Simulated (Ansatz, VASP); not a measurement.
One calculation of Pd, two programs

File INCAR:

```
PREC = Accurate ; ENCUT = 520
EDIFF = 1E-7 ; ISMEAR = 0
SIGMA = 0.1 ; LREAL = False
LASPH = True ; NELM = 100
ALGO = Fast ; ISIF = 2
LWAVE = False ; LCHARG = True
GGA = PE ; LELF = True
LVHAR = True ; NBANDS = 11
```

The input KPOINTS:

```
Automatic mesh
0
Gamma
  18 18 18
```

Contents of POSCAR:

```
Pd
1.0
   -1.5609762996      1.5609762996      1.5609762996
    1.5609762996     -1.5609762996      1.5609762996
    1.5609762996      1.5609762996     -1.5609762996
Pd
1
Direct
    0.0000000000      0.0000000000      0.0000000000
```

Input for Ansatz:

```yaml
crystal:
  lattice:
    - [-1.5609762996, 1.5609762996, 1.5609762996]
    - [1.5609762996, -1.5609762996, 1.5609762996]
    - [1.5609762996, 1.5609762996, -1.5609762996]
  atoms:
    - { symbol: Pd, position: [0.0, 0.0, 0.0] }
basis:
  ecutwfc: 420
kpoints:
  mp_grid: { grid: [18, 18, 18] }
hamiltonian:
  xc: pbe
scf:
  occupations: { method: gaussian, width: 0.1 }
output:
  forces: true
  stress: true
  eigenvalues: true
```

Alike in both runs: task single point; functional PBE; k mesh 18 × 18 × 18; occupations gaussian, width 0.1 eV; no spin polarisation.

|  | VASP | Ansatz |
| --- | --- | --- |
| version | VASP 6.6.1 | Ansatz 0.2.0 |
| potentials or method | VASP PAW PBE potentials, release 64 (Pd), cutoff 520 eV | scalar-relativistic, plane waves, PAW |
| valence electrons in the cell | 10 | 18 |

|  | VASP | Ansatz | Ansatz less VASP |
| --- | --- | --- | --- |
| gap on the k mesh at the Fermi level (eV) | none | none | - |
| pressure (GPa) | 2.2 | 2.5 | +0.32 |

A gap of «none» marks a metal or a gap that the smearing closes. With one functional, cell and mesh, what is left measures potentials, basis and numerics. VASP's potentials hold 10 valence electrons a cell and Ansatz's 18, so a difference there can come from the potentials and not from the codes.
